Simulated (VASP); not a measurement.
Runs of VASP 6.6.1 on Cu. The structure is that of space group Fd-3m (No. 227), or close to it. The cells are those of the table. 

```csv
task,cell,cutoff (eV),gap on the mesh (eV),pressure (GPa)
single point,"a = 3.745 Å, angles 60.0°, 2 atoms",520,none,(b)
single point,"a = 3.901 Å, angles 60.0°, 2 atoms",520,none,(a)
single point,"a = 3.850 Å, angles 60.0°, 2 atoms",520,none,0.2
single point,"a = 3.998 Å, angles 60.0°, 2 atoms",520,none,-3.6
single point,"a = 3.798 Å, angles 60.0°, 2 atoms",520,none,2.0
relaxation of cell and atoms,"relaxed from a = 3.559 Å, angles 60.0°, 2 atoms",600,none,0.1
```

Alike in all rows: level RPBE; potentials or basis VASP PAW PBE potentials, release 64 (Cu); no spin polarisation; k mesh 11 × 11 × 11; smearing fermi-dirac 0.1 eV.

**Question.** Fill in the values left out.

**Answer.** (a) -1.5; (b) 4.6.

Caveats: the PAW data sets were made with another functional, which shifts forces and pressure a little.

A gap of «none» marks levels without a gap at the run's occupations.
